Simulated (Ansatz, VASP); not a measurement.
This is a calculation of Sb for Ansatz 0.2.0.

Contents of input.yaml:

```yaml
crystal:
  lattice:
    - [3.148813, -0.033527, -0.027174]
    - [-0.033527, 3.174328, 0.016546]
    - [-0.027174, 0.016546, 3.157585]
  atoms:
    - { symbol: Sb, position: [0.001364, 0.001094, -0.001837] }
kpoints:
  mp_grid: { grid: [8, 8, 8] }
scf:
  occupations: { method: gaussian, width: 0.05 }
hamiltonian:
  xc: pbe
  pseudopotentials: { kind: all_electron, datasets: crystal }
output:
  forces: true
  stress: true
  eigenvalues: true
  efg: {}
```

Potentials or basis: all-electron PAW datasets made for the crystal.

Command:

```bash
$ ansatz run input.yaml --threads 1 --pin off --max-ram 3072MiB --backend cpu --events-out ev --progress --plain --runs-dir out
```

Task: Set up the same calculation for VASP 6.6.1. Potentials there: VASP PAW PBE potentials, release 64 (Sb).

Result: As run (the cutoff follows the program's own potentials):

INCAR

```
SYSTEM = Sb
  ALGO = Normal
  EDIFF = 1E-8
  ENCUT = 520
  GGA = PE
  ISIF = 2
  ISMEAR = 0
  LASPH = .TRUE.
  LCHARG = .FALSE.
  LEFG = .TRUE.
  LREAL = .FALSE.
  LWAVE = .FALSE.
  NBANDS = 8
  NELM = 60
  PREC = Accurate
  SIGMA = 0.05
```

The input KPOINTS:

```
k-points
0
G
  8 8 8
  0 0 0
```

Contents of POSCAR:

```
Sb
1.0
    3.1488130000     -0.0335270000     -0.0271740000
   -0.0335270000      3.1743280000      0.0165460000
   -0.0271740000      0.0165460000      3.1575850000
Sb
1
Direct
    0.0013640000      0.0010940000     -0.0018370000
```

Potentials or basis: VASP PAW PBE potentials, release 64 (Sb).

The run is started by

```bash
$ cat potpaw_PBE.64/Sb/POTCAR > POTCAR
$ mpirun -np 1 vasp_std > vasp.out
```

Both were run:

|  | VASP | Ansatz | Ansatz less VASP |
| --- | --- | --- | --- |
| gap on the k mesh at the Fermi level (eV) | none | none | - |
| pressure (GPa) | -2.3 | -2.3 | +0.05 |
| traceless stress, the component that is largest in VASP (GPa) | -0.33 | -0.33 | +0.001 |
| size of Vzz on the site where it differs most (V/Å²) | 11.7 | 12.2 | +0.54 |

A gap of «none» marks a metal or a gap that the smearing closes. Ansatz ran all-electron here, and VASP with PAW potentials.

Neither program's run includes spin-orbit coupling.
